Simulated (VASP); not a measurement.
Sr, 1 atom in the cell. The structure is tetragonal, space group I4/mmm (No. 139). The conventional cell has a = 4.850 Å, b = 4.850 Å, c = 5.396 Å, α = 90.00°, β = 90.00°, γ = 90.00°. Sr (site symmetry 4/mmm) has 14 Sr at 4.36 to 5.40 Å within 5.7 Å.  This cell differs from its parent crystal: strain +0.1125 x Voigt [0, 1, 0, 0, 0, 0].

| Property | Result |
| --- | --- |
| Program | VASP 6.6.1 |
| Task | single point |
| Functional | LDA |
| Potentials or basis | VASP PAW LDA potentials, release 64 (Sr_sv) |
| Cutoff | 520 eV |
| k mesh | 14 × 14 × 14 |
| Occupations | gaussian, width 0.15 eV |
| Spin | no spin polarisation |
| Dipole correction | no |
| Further INCAR settings | ALGO = Fast; EDIFF = 1e-06; NBANDS = 11 |

Potentials or basis: VASP PAW LDA potentials, release 64 (Sr_sv).

Command:

```sh
$ cat potpaw_LDA.64/Sr_sv/POTCAR > POTCAR
$ mpirun -np 1 vasp_std > vasp.out
```

Hardware: 1 thread of Intel(R) Xeon(R) 6975P-C (Granite Rapids), with other jobs on the host.

Question: Estimate the wall time of this run.

Answer: Wall time 39 s on 1 thread of Intel(R) Xeon(R) 6975P-C (Granite Rapids), on a shared host, peak memory 0.28 GiB. Counts: scf iterations 12, k points 244.
